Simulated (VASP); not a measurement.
ScAl2: relaxation of cell and atoms with LDA

The system is ScAl2.

```
CELL_PARAMETERS angstrom
0.00000 3.79330 3.79330
3.79330 0.00000 3.79330
3.79330 3.79330 0.00000
ATOMIC_POSITIONS crystal
Sc 0.50000 0.50000 0.50000
Sc 0.75000 0.75000 0.75000
Al 0.12500 0.12500 0.12500
Al 0.62500 0.12500 0.12500
Al 0.12500 0.62500 0.12500
Al 0.12500 0.12500 0.62500
```

```yaml
Program: VASP 6.6.1
Task: relaxation of cell and atoms
Functional: LDA
Potentials_or_basis: VASP PAW LDA potentials, release 64 (Sc_sv, Al)
Cutoff: 600 eV
k_mesh: 8 × 8 × 8
Occupations: gaussian, width 0.1 eV
Spin: no spin polarisation
Dipole_correction: no
Further_INCAR_settings: ALGO = Fast; EDIFF = 1e-07; IBRION = 2; EDIFFG = -0.005; NSW = 70; ISIF = 3
```

```yaml
Relaxed_volume: 17.27 Å³/atom
Relaxed_cell: a = 5.273 Å, b = 5.273 Å, c = 5.273 Å, α = 60.00°, β = 60.00°, γ = 60.00°
Space_group_after_relaxing_to_0.1_Å: Fd-3m (No. 227)
Energy_gained_by_relaxing: 13.7 meV/atom
Ionic_steps: 3
Pressure_after_relaxing: 0.0 GPa
Band_gap_on_the_k_mesh: zero (bands 17 and 18 overlap by 2.41 eV)
```

Step by step:
```csv
step,energy change (eV),largest force (eV/Å),pressure (GPa),volume (Å³)
1,0.0000,0.0000,-4.55,109.16
2,-0.0637,0.0000,2.44,101.20
3,-0.0820,0.0000,0.01,103.64
```

Final structure:
```
Sc Al
1.0
     0.00000    3.72823    3.72823
     3.72823    0.00000    3.72823
     3.72823    3.72823    0.00000
Sc Al
2 4
Direct
  0.50000 0.50000 0.50000
  0.75000 0.75000 0.75000
  0.12500 0.12500 0.12500
  0.62500 0.12500 0.12500
  0.12500 0.62500 0.12500
  0.12500 0.12500 0.62500
```

Levels at points of the mesh, in eV from the Fermi level:
```tsv
k point	band 15	band 16	band 17	band 18	band 19	band 20
(0.00, 0.00, 0.00)	-2.41	-2.41	-1.74	-1.74	0.44	2.25
(0.50, 0.00, 0.00)	-1.84	-0.34	-0.14	-0.14	1.71	1.71
(0.50, 0.50, 0.00)	0.26	0.26	0.67	0.81	0.84	1.05
```

Run time: 12 min on 1 thread of Intel Xeon 8259CL, with other jobs on the host, peak memory 0.3 GiB.
